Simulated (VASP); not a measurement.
The system is AgPdCl3.

```
Ag Pd Cl
1.0
     4.55715    0.00000    0.00000
     0.00000    4.55715    0.00000
     0.00000    0.00000    4.61426
Ag Pd Cl
1 1 3
Cartesian
  0.0000 0.0000 0.0000
  2.2786 2.2786 2.3763
  2.2786 2.2786 4.4989
  0.0000 2.2786 2.2379
  2.2786 0.0000 2.2379
```

- Program: VASP 6.6.1
- Task: relaxation of cell and atoms
- Functional: PBE
- Potentials or basis: VASP PAW PBE potentials, release 64 (Ag, Pd, Cl)
- Cutoff: 600 eV
- k mesh: 4 × 4 × 4
- Occupations: gaussian, width 0.1 eV
- Spin: no spin polarisation

At the start: pressure 16.8 GPa; volume 19.17 Å³/atom.

**Question.** Where does the relaxation end?

**Answer.** Over 51 steps the energy falls by 321.3 meV/atom and the volume is 25.80 Å³/atom (+34.6 %); space group P4mm (No. 99, to 0.05 Å).

Step by step:
| step | energy change (eV) | largest force (eV/Å) | pressure (GPa) | volume (Å³) |
| --- | --- | --- | --- | --- |
| 1 | 0.0000 | 3.7675 | 16.79 | 95.83 |
| 3 | -1.0936 | 0.5009 | 1.10 | 114.26 |
| 5 | -1.0940 | 0.5307 | 0.92 | 114.68 |
| 7 | -1.1140 | 0.1106 | -0.30 | 117.36 |
| 9 | -1.1168 | 0.1238 | 0.10 | 116.34 |
| 11 | -1.1252 | 0.1738 | 0.18 | 116.18 |
| 13 | -1.1589 | 0.3624 | 0.91 | 115.29 |
| 15 | -1.1591 | 0.3768 | 1.05 | 115.17 |
| 17 | -1.1605 | 0.3823 | 1.05 | 115.20 |
| 19 | -1.1661 | 0.4049 | 1.10 | 115.36 |
| 21 | -1.1683 | 0.4578 | 1.57 | 115.95 |
| 23 | -1.1831 | 0.4540 | 1.27 | 116.09 |
| 25 | -1.2737 | 0.4674 | 0.79 | 119.44 |
| 27 | -1.4366 | 0.2412 | -0.17 | 126.28 |
| 29 | -1.5358 | 0.2311 | -1.44 | 132.50 |
| 31 | -1.5677 | 0.1587 | 0.11 | 127.87 |
| 33 | -1.5707 | 0.1429 | 0.13 | 127.76 |
| 35 | -1.5833 | 0.0575 | -0.10 | 128.54 |
| 37 | -1.5860 | 0.0662 | 0.04 | 128.03 |
| 39 | -1.5884 | 0.0741 | -0.16 | 128.75 |
| 41 | -1.5877 | 0.0720 | -1.04 | 132.05 |
| 43 | -1.5909 | 0.0799 | -0.56 | 130.27 |
| 45 | -1.5918 | 0.0795 | -0.56 | 130.30 |
| 47 | -1.5951 | 0.0696 | -0.56 | 130.42 |
| 49 | -1.6017 | 0.0254 | -0.60 | 130.92 |
| 51 | -1.6063 | 0.0094 | 0.06 | 129.01 |

Final structure:
```cif
data_structure
_symmetry_space_group_name_H-M 'P 1'
_symmetry_Int_Tables_number 1
_cell_length_a 5.1846
_cell_length_b 5.1846
_cell_length_c 4.7997
_cell_angle_alpha 90.000
_cell_angle_beta 90.000
_cell_angle_gamma 90.000
_cell_volume 129.01
loop_
_atom_site_label
_atom_site_type_symbol
_atom_site_fract_x
_atom_site_fract_y
_atom_site_fract_z
_atom_site_occupancy
Ag1 Ag 0.00000 0.00000 0.38379 1
Pd1 Pd 0.50000 0.50000 0.39526 1
Cl1 Cl 0.50000 0.50000 0.89518 1
Cl2 Cl 0.00000 0.50000 0.39289 1
Cl3 Cl 0.50000 0.00000 0.39289 1
```

Caveat: the volume moved by over 15 % at a fixed basis, so the end points are rough.
